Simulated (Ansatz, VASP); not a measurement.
**Cs: VASP beside Ansatz**

File INCAR:

```
ALGO = Normal
EDIFF = 1E-7
ENCUT = 520
GGA = CA
ISIF = 2
ISMEAR = -1
LASPH = T
LCHARG = F
LREAL = F
LWAVE = F
NBANDS = 16
NELM = 80
PREC = Accurate
SIGMA = 0.1
```

Contents of KPOINTS:

```
k-points
0
Gamma
  9 9 5
```

File POSCAR:

```
Cs
1.0
    3.7964280727      0.0000000000      0.0000000000
   -1.8982140364      3.2878031546      0.0000000000
    0.0000000000      0.0000000000      6.1502134777
Cs
2
Direct
    0.3333333333      0.6666666667      0.2500000000
    0.6666666667      0.3333333333      0.7500000000
```

Input for Ansatz:

```yaml
crystal:
  lattice:
    - [3.7964280727, 0.0, 0.0]
    - [-1.8982140364, 3.2878031546, 0.0]
    - [0.0, 0.0, 6.1502134777]
  atoms:
    - { symbol: Cs, position: [0.3333333333, 0.6666666667, 0.25] }
    - { symbol: Cs, position: [0.6666666667, 0.3333333333, 0.75] }
kpoints:
  mp_grid: { grid: [9, 9, 5] }
scf:
  occupations: { method: fermi_dirac, width: 0.1 }
hamiltonian:
  xc: lda
  pseudopotentials: { kind: all_electron, datasets: crystal }
output:
  forces: true
  stress: true
  eigenvalues: true
```

Change from the starting cell: volume scaled by 0.4, crystal datasets.

Alike in both runs: task single point; functional LDA; k mesh 9 × 9 × 5; occupations fermi-dirac, width 0.1 eV; no spin polarisation.

```csv
,VASP,Ansatz
version,VASP 6.6.1,Ansatz 0.2.0
potentials or method,"VASP PAW LDA potentials, release 64 (Cs_sv), cutoff 520 eV","all-electron PAW with datasets made for the crystal, scalar-relativistic"
```

Ansatz gave:

```
pressure (GPa)                                                : 4.8
traceless stress, the component that is largest in VASP (GPa) : -0.36
```

Task: Which values does VASP return?

Result: Pressure (GPa): 4.9; traceless stress, the component that is largest in VASP (GPa): -0.35.

LDA's correlation is that of Perdew and Zunger in VASP and of Perdew and Wang (1992) in Ansatz. Ansatz ran all-electron here, and VASP with PAW potentials.

Neither program's run includes spin-orbit coupling.
